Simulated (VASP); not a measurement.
# HfO2 (Fm-3m) in VASP: further runs

The runs below take HfO2 through single point, with LDA.

Everything below comes from runs of VASP 6.6.1. Logs are shortened: lines on timing, memory, paths and dates and some standing lists are left out, and cuts for length are marked.

### 1 The cell of the first run

Symmetry: Fm-3m, No. 225, cubic system. Conventional cell: a = 5.001 Å, b = 5.001 Å, c = 5.001 Å, α = 90.00°, β = 90.00°, γ = 90.00°. Within 2.9 Å of Hf (site symmetry m-3m) lie 8 O at 2.17 Å. Within 2.9 Å of O (site symmetry -43m) lie 4 Hf at 2.17 Å and 6 O at 2.50 Å.

### 2 Single point, LDA

Input file INCAR:

```
ALGO = Normal
EDIFF = 1E-6
ENCUT = 600
GGA_COMPAT = F
ISIF = 2
ISMEAR = 0
LASPH = T
LCHARG = F
LREAL = F
LWAVE = F
NBANDS = 18
NELM = 120
PREC = Accurate
SIGMA = 0.1
```

Input file KPOINTS:

```
k-points
0
Gamma
  6 6 6
```

Input file POSCAR:

```
HfO2
1.0
    0.0000000000      2.5005395321      2.5005395321
    2.5005395321      0.0000000000      2.5005395321
    2.5005395321      2.5005395321      0.0000000000
Hf O
1 2
Direct
    0.0000000000      0.0000000000      0.0000000000
    0.2500000000      0.2500000000      0.2500000000
    0.7500000000      0.7500000000      0.7500000000
```

Potentials or basis: VASP PAW LDA potentials, release 64 (Hf_pv, O).

The run is started by

```sh
$ cat potpaw_LDA.64/Hf_pv/POTCAR potpaw_LDA.64/O/POTCAR > POTCAR
$ mpirun -np 1 vasp_std > vasp.out
```

OUTCAR:

```text
EDIFF = 1E-6
   ENCUT = 600
   ISIF = 2
   ISMEAR = 0
   LASPH = T
   LREAL = F
   NELM = 120
   PREC = Accurate

 ion  position               nearest neighbor table
   1  0.000  0.000  0.000-   3 2.17   3 2.17   3 2.17   2 2.17   3 2.17   2 2.17   2 2.17   2 2.17

   2  0.250  0.250  0.250-   1 2.17   1 2.17   1 2.17   1 2.17
   3  0.750  0.750  0.750-   1 2.17   1 2.17   1 2.17   1 2.17

  LATTYP: Found a face centered cubic cell.
 ALAT       =     5.0010790642

  Lattice vectors:

 A1 = (   0.0000000000,   2.5005395321,   2.5005395321)
 A2 = (   2.5005395321,   0.0000000000,   2.5005395321)
 A3 = (   2.5005395321,   2.5005395321,   0.0000000000)

Analysis of symmetry for initial positions (statically):
=====================================================================
 Subroutine PRICEL returns:
 Original cell was already a primitive cell.

 Routine SETGRP: Setting up the symmetry group for a
 face centered cubic supercell.

 Subroutine GETGRP returns: Found 48 space group operations
 (whereof 48 operations were pure point group operations)
 out of a pool of 48 trial point group operations.

The static configuration has the point symmetry O_h .

Analysis of symmetry for dynamics (positions and initial velocities):
=====================================================================
 Subroutine PRICEL returns:
 Original cell was already a primitive cell.

 Routine SETGRP: Setting up the symmetry group for a
 face centered cubic supercell.

 Subroutine GETGRP returns: Found 48 space group operations
 (whereof 48 operations were pure point group operations)
 out of a pool of 48 trial point group operations.

The dynamic configuration has the point symmetry O_h .

 Subroutine INISYM returns: Found 48 space group operations
 (whereof 48 operations are pure point group operations),
 and found     1 'primitive' translations

----------------------------------------------------------------------------------------

                                     Primitive cell

  volume of cell :      31.2702

  direct lattice vectors                    reciprocal lattice vectors
     0.000000000  2.500539532  2.500539532    -0.199956847  0.199956847  0.199956847
     2.500539532  0.000000000  2.500539532     0.199956847 -0.199956847  0.199956847
     2.500539532  2.500539532  0.000000000     0.199956847  0.199956847 -0.199956847

  length of vectors
     3.536296920  3.536296920  3.536296920     0.346335418  0.346335418  0.346335418

  position of ions in fractional coordinates (direct lattice)
     0.000000000  0.000000000  0.000000000
     0.250000000  0.250000000  0.250000000
     0.750000000  0.750000000  0.750000000

  ion indices of the primitive-cell ions
   primitive index   ion index
                 1           1
                 2           2
                 3           3

----------------------------------------------------------------------------------------

 KPOINTS: k-points

Automatic generation of k-mesh.
 Grid dimensions read from file:
 generate k-points for:    6    6    6

 Generating k-lattice:

  Cartesian coordinates                     Fractional coordinates (reciprocal lattice)
    -0.033326141  0.033326141  0.033326141     0.166666667  0.000000000  0.000000000
     0.033326141 -0.033326141  0.033326141     0.000000000  0.166666667  0.000000000
     0.033326141  0.033326141 -0.033326141     0.000000000  0.000000000  0.166666667

  Length of vectors
     0.057722570  0.057722570  0.057722570

  Shift w.r.t. Gamma in fractional coordinates (k-lattice)
     0.000000000  0.000000000  0.000000000

 Subroutine IBZKPT returns following result:
 ===========================================

 Found     16 irreducible k-points:

 Following reciprocal coordinates:
            Coordinates               Weight
  0.000000  0.000000  0.000000      1.000000
  0.166667  0.000000  0.000000      8.000000
  0.333333  0.000000  0.000000      8.000000
  0.500000  0.000000  0.000000      4.000000
  0.166667  0.166667  0.000000      6.000000
  0.333333  0.166667  0.000000     24.000000
[... 8 lines left out ...]
 -0.333333  0.333333  0.166667     24.000000
 -0.333333  0.500000  0.166667     12.000000
   k-points           NKPTS =     16   k-points in BZ     NKDIM =     16   number of bands    NBANDS=     18
   number of dos      NEDOS =    301   number of ions     NIONS =      3
   total plane-waves  NPLWV =  21952
   dimension x,y,z NGX =    28 NGY =   28 NGZ =   28
   dimension x,y,z NGXF=    56 NGYF=   56 NGZF=   56
   ions per type =               1   2
   NGX,Y,Z   is equivalent  to a cutoff of  13.16, 13.16, 13.16 a.u.
   NGXF,Y,Z  is equivalent  to a cutoff of  26.33, 26.33, 26.33 a.u.
 SYSTEM =  unknown system
   PREC   = accura    normal or accurate (medium, high low for compatibility)
   ISTART =      0    job   : 0-new  1-cont  2-samecut
   ICHARG =      2    charge: 1-file 2-atom 10-const
   ISPIN  =      1    spin polarized calculation?
   LNONCOLLINEAR =      F non collinear calculations
   LSORBIT =      F    spin-orbit coupling
   LASPH  =      T    aspherical Exc in radial PAW
   ENCUT  =  600.0 eV  44.10 Ry    6.64 a.u.   7.06  7.06  7.06*2*pi/ulx,y,z
   NELM   =    120;   NELMIN=  2; NELMDL= -5     # of ELM steps
   EDIFF  = 0.1E-05   stopping-criterion for ELM
   LREAL  =      F    real-space projection
   EDIFFG = 0.1E-04   stopping-criterion for IOM
   NSW    =      0    number of steps for IOM
   IBRION =     -1    ionic relax: 0-MD 1-quasi-New 2-CG
   NFREE  =      0    steps in history (QN), initial steepest desc. (CG)
   ISIF   =      2    stress and relaxation
   ISYM   =      2    0-nonsym 1-usesym 2-fastsym
   POTIM  = 0.5000    time-step for ionic-motion
   TEBEG  =    0.0;   TEEND  =   0.0 temperature during run
   PSTRESS=    0.0 pullay stress
   NELECT =      22.0000    total number of electrons
   NUPDOWN=      -1.0000    fix difference up-down
   EMIN   =  10.00;   EMAX   =-10.00  energy-range for DOS
   EFERMI =   0.00;   METHOD = LEGACY
   ISMEAR =     0;   SIGMA  =   0.10  broadening in eV -4-tet -1-fermi 0-gaus
   EFERMI_NEDOS =   21; number of points for ismear=-14 and -15
   IALGO  =     38    algorithm
   IMIX   =      4    mixing-type and parameters
     AMIX     =   0.40;   BMIX     =  1.00
     AMIX_MAG =   1.60;   BMIX_MAG =  1.00
  volume/ion in A,a.u.               =      10.42        70.34
  Fermi-wavevector in a.u.,A,eV,Ry     =   1.456036  2.751508 28.844892  2.120040
  Thomas-Fermi vector in A             =   2.573001
   LORBIT       =      0    0 simple, 1 ext, 2 COOP (PROOUT), +10 PAW based schemes
   GGA     = CA    functional components
   LHFCALC =     F    Hartree Fock is set to
   AEXX    =    0.0000 exact exchange contribution
   IVDW    =     0    specifies the selected vdW correction
   LEPSILON=     F    determine dielectric tensor
   LRPA    =     F    only Hartree local field effects (RPA)
 non-spin polarized calculation
 Gauss-broadening in eV      SIGMA  =   0.10
  energy-cutoff  :      600.00
  volume of cell :       31.27
 maximum number of plane-waves:      1056
   NGX = 15   NGY = 15   NGZ = 15

 number of electron      22.0000000 magnetization

 Free energy of the ion-electron system (eV)
  ---------------------------------------------------
  ext. energy  EPLUGINS =         0.00000000
  ---------------------------------------------------
  free energy    TOTEN  =       -33.07399291 eV

  energy without entropy =      -33.07399291  energy(sigma->0) =      -33.07399291

 E-fermi :   4.8916     XC(G=0): -12.5283

 val. band max:        4.4174200127   @ k =   0.5000   0.5000   0.0000
 cond. band min:       8.1208252163   @ k =   0.5000   0.5000   0.0000
 fundamental gap:      3.7034052036
 Fermi energy:         4.8916214043

 k-point     1 :       0.0000    0.0000    0.0000
  band No.  band energies     occupation
      1     -24.8937      2.00000
      2     -24.8937      2.00000
      3     -24.8937      2.00000
      4     -14.3184      2.00000
      5     -10.9439      2.00000
      6      -1.2489      2.00000
[... 10 lines left out ...]
     17      15.3090      0.00000
     18      17.2741      0.00000

 k-point     2 :       0.1667    0.0000    0.0000
  band No.  band energies     occupation
      1     -25.0384      2.00000
      2     -24.9094      2.00000
      3     -24.9094      2.00000
      4     -13.9126      2.00000
      5     -11.2700      2.00000
      6      -0.9741      2.00000
[... 10 lines left out ...]
     17      14.8319      0.00000
     18      17.2520      0.00000

 k-point     3 :       0.3333    0.0000    0.0000
  band No.  band energies     occupation
      1     -25.3080      2.00000
      2     -24.9404      2.00000
      3     -24.9404      2.00000
      4     -13.1864      2.00000
      5     -11.6801      2.00000
      6      -0.4248      2.00000
[... 10 lines left out ...]
     17      14.2705      0.00000
     18      16.8606      0.00000

 k-point     4 :       0.5000    0.0000    0.0000
  band No.  band energies     occupation
      1     -25.4342      2.00000
      2     -24.9559      2.00000
      3     -24.9559      2.00000
      4     -12.9821      2.00000
      5     -11.6527      2.00000
      6      -0.1765      2.00000
[... 207 lines left out ...]
      4     -12.4717      2.00000
      5     -12.0647      2.00000
      6      -0.8389      2.00000
[... 10 lines left out ...]
     17      15.5292      0.00000
     18      17.2429      0.00000

 k-point    15 :      -0.3333    0.3333    0.1667
  band No.  band energies     occupation
      1     -25.3164      2.00000
      2     -25.1873      2.00000
      3     -25.0155      2.00000
      4     -12.3317      2.00000
      5     -11.9965      2.00000
      6      -0.8232      2.00000
[... 10 lines left out ...]
     17      16.2948      0.00000
     18      17.2367      0.00000

 k-point    16 :      -0.3333    0.5000    0.1667
  band No.  band energies     occupation
      1     -25.3634      2.00000
      2     -25.1561      2.00000
      3     -25.0505      2.00000
      4     -12.2580      2.00000
      5     -11.9596      2.00000
      6      -1.7734      2.00000
[... 10 lines left out ...]
     17      17.2417      0.00000
     18      17.6150      0.00000

------------------------ aborting loop because EDIFF is reached ----------------------------------------

  FORCE on cell =-STRESS in cart. coord.  units (eV):
  Direction    XX          YY          ZZ          XY          YZ          ZX
  --------------------------------------------------------------------------------------
  -------------------------------------------------------------------------------------
  Total       -0.6881507     -0.6881507     -0.6881507      0.0000000      0.0000000      0.0000000
  in kB      -35.2584306    -35.2584306    -35.2584306      0.0000000      0.0000000      0.0000000
  external PRESSURE =     -35.2584306 kB  Pullay stress =       0.0000000 kB

 VOLUME and BASIS-vectors are now :
 -----------------------------------------------------------------------------
  energy-cutoff  :      600.00
  volume of cell :       31.27
      direct lattice vectors                 reciprocal lattice vectors
     0.000000000  2.500539532  2.500539532    -0.199956847  0.199956847  0.199956847
     2.500539532  0.000000000  2.500539532     0.199956847 -0.199956847  0.199956847
     2.500539532  2.500539532  0.000000000     0.199956847  0.199956847 -0.199956847

 POSITION                                       TOTAL-FORCE (eV/Angst)
 -----------------------------------------------------------------------------------
      0.00000      0.00000      0.00000        -0.000000      0.000000      0.000000
      1.25027      1.25027      1.25027        -0.000000     -0.000000     -0.000000
      3.75081      3.75081      3.75081         0.000000      0.000000      0.000000
 -----------------------------------------------------------------------------------
    total drift:                                0.000000      0.000000      0.000000

  FREE ENERGIE OF THE ION-ELECTRON SYSTEM (eV)
  ---------------------------------------------------
  free  energy   TOTEN  =       -33.0739929102 eV

  energy  without entropy=      -33.0739929102  energy(sigma->0) =      -33.07399291
```

It took 8.1 s on 1 thread of Intel Xeon 6975P-C, shared host; peak memory 0.15 GiB.

What came out:

| Property | Result |
| --- | --- |
| Free energy | -33.0740 eV |
| Pressure | -3.5 GPa |
| Band gap on the k mesh | 3.70 eV, direct |

Levels at points of the mesh, in eV from the valence-band top:
```
           k point  band 7  band 8  band 9  band 10  band 11  band 12  band 13  band 14  band 15  band 16
(0.00, 0.00, 0.00)   -5.67   -5.67   -0.63    -0.63    -0.63     3.78     3.78     6.02    10.89    10.89
(0.50, 0.00, 0.00)   -4.59   -3.13   -2.85    -1.89    -1.89     4.58     4.58     7.33     8.93     9.76
(0.50, 0.50, 0.00)   -3.57   -3.57   -1.62    -1.62     0.00     3.70     5.55     6.98     8.45     8.45
```

Caveat: spin-orbit coupling is left out, which moves the levels of the heavy elements.

### 3 Single point, LDA

This run uses another cell than the first one, of 9.66 Å³/atom, 0.927 times its volume.

Input file INCAR:

```
SYSTEM = HfO2
ALGO = Normal ; EDIFF = 1E-6
ENCUT = 600 ; GGA_COMPAT = .FALSE.
ISIF = 2 ; ISMEAR = 0
LASPH = .TRUE. ; LCHARG = .TRUE.
LELF = .TRUE. ; LREAL = .FALSE.
LVHAR = .TRUE. ; LWAVE = .FALSE.
NBANDS = 18 ; NELM = 120
PREC = Accurate ; SIGMA = 0.01
```

Input file KPOINTS:

```
k-points
0
G
  8 8 8
  0 0 0
```

Input file POSCAR:

```
HfO2
1.0
    0.0000000000      2.4383083904      2.4383083904
    2.4383083904      0.0000000000      2.4383083904
    2.4383083904      2.4383083904      0.0000000000
Hf O
1 2
Direct
    0.0000000000      0.0000000000      0.0000000000
    0.2500000000      0.2500000000      0.2500000000
    0.7500000000      0.7500000000      0.7500000000
```

Potentials or basis: VASP PAW LDA potentials, release 64 (Hf_pv, O).

The run is started by

```sh
$ cat potpaw_LDA.64/Hf_pv/POTCAR potpaw_LDA.64/O/POTCAR > POTCAR
$ mpirun -np 1 vasp_std > vasp.out
```

OUTCAR:

```text
SYSTEM = HfO2
   EDIFF = 1E-6
   ENCUT = 600
   ISIF = 2
   ISMEAR = 0
   LASPH = .TRUE.
   LREAL = .FALSE.
   NELM = 120
   PREC = Accurate

 ion  position               nearest neighbor table
   1  0.000  0.000  0.000-   3 2.11   3 2.11   2 2.11   3 2.11   2 2.11   2 2.11   3 2.11   2 2.11

   2  0.250  0.250  0.250-   1 2.11   1 2.11   1 2.11   1 2.11
   3  0.750  0.750  0.750-   1 2.11   1 2.11   1 2.11   1 2.11

  LATTYP: Found a face centered cubic cell.
 ALAT       =     4.8766167808

  Lattice vectors:

 A1 = (   0.0000000000,   2.4383083904,   2.4383083904)
 A2 = (   2.4383083904,   0.0000000000,   2.4383083904)
 A3 = (   2.4383083904,   2.4383083904,   0.0000000000)

Analysis of symmetry for initial positions (statically):
=====================================================================
 Subroutine PRICEL returns:
 Original cell was already a primitive cell.

 Routine SETGRP: Setting up the symmetry group for a
 face centered cubic supercell.

 Subroutine GETGRP returns: Found 48 space group operations
 (whereof 48 operations were pure point group operations)
 out of a pool of 48 trial point group operations.

The static configuration has the point symmetry O_h .

[... 158 lines left out ...]
  free energy    TOTEN  =       -32.95386475 eV

  energy without entropy =      -32.95386475  energy(sigma->0) =      -32.95386475

 E-fermi :   5.2126     XC(G=0): -12.9329

 val. band max:        5.1252752462   @ k =   0.5000   0.5000   0.0000
 cond. band min:       9.0267639802   @ k =   0.5000   0.5000   0.0000
 fundamental gap:      3.9014887340
 Fermi energy:         5.2126283622

 k-point     1 :       0.0000    0.0000    0.0000
  band No.  band energies     occupation
      1     -23.8668      2.00000
      2     -23.8668      2.00000
      3     -23.8668      2.00000
      4     -14.1156      2.00000
      5     -10.3289      2.00000
      6      -1.0486      2.00000
[... 481 lines left out ...]
      5     -11.2641      2.00000
      6      -0.3738      2.00000
[... 10 lines left out ...]
     17      16.6780      0.00000
     18      18.3946      0.00000

 [... further k-points ...]
[... 5 lines left out ...]
  --------------------------------------------------------------------------------------
  -------------------------------------------------------------------------------------
  Total        3.7956385      3.7956385      3.7956385      0.0000000      0.0000000     -0.0000000
  in kB      209.7488200    209.7488200    209.7488200      0.0000000      0.0000000     -0.0000000
  external PRESSURE =     209.7488200 kB  Pullay stress =       0.0000000 kB

 VOLUME and BASIS-vectors are now :
 -----------------------------------------------------------------------------
  energy-cutoff  :      600.00
  volume of cell :       28.99
      direct lattice vectors                 reciprocal lattice vectors
     0.000000000  2.438308390  2.438308390    -0.205060197  0.205060197  0.205060197
     2.438308390  0.000000000  2.438308390     0.205060197 -0.205060197  0.205060197
     2.438308390  2.438308390  0.000000000     0.205060197  0.205060197 -0.205060197

 POSITION                                       TOTAL-FORCE (eV/Angst)
 -----------------------------------------------------------------------------------
      0.00000      0.00000      0.00000         0.000000     -0.000000      0.000000
      1.21915      1.21915      1.21915        -0.000000     -0.000000     -0.000000
      3.65746      3.65746      3.65746         0.000000      0.000000     -0.000000
 -----------------------------------------------------------------------------------
    total drift:                                0.000000      0.000000      0.000000

  FREE ENERGIE OF THE ION-ELECTRON SYSTEM (eV)
  ---------------------------------------------------
  free  energy   TOTEN  =       -32.9538647469 eV

  energy  without entropy=      -32.9538647469  energy(sigma->0) =      -32.95386475
```

stdout:

```text
POSCAR found type information on POSCAR HfO
 POSCAR found :  2 types and       3 ions
 scaLAPACK will be used
 LDA part: xc-table for (Slater(with rela. corr.)+CA(PZ))
 , standard interpolation
 POSCAR, INCAR and KPOINTS ok, starting setup
 FFT: planning ... GRIDC
 FFT: planning ... GRID_SOFT
 FFT: planning ... GRID
 WAVECAR not read
 entering main loop
```

Run time: 13 s. Hardware: 1 thread of Intel Xeon 6975P-C, shared host; peak memory 0.15 GiB.

Results:

```
Free energy            : -32.9539 eV
Pressure               : 21.0 GPa
Band gap on the k mesh : 3.90 eV, direct
```

Levels at points of the mesh, in eV from the valence-band top:
```tsv
k point	band 9	band 10	band 11	band 12	band 13	band 14
(0.00, 0.00, 0.00)	-0.67	-0.67	-0.67	3.93	3.93	6.63
(0.50, 0.00, 0.00)	-3.01	-1.96	-1.96	4.84	4.84	8.10
(0.50, 0.50, 0.00)	-1.76	-1.76	0.00	3.90	5.95	7.73
```

Caveat: spin-orbit coupling is left out, which moves the levels of the heavy elements. A k mesh can miss the band edges.
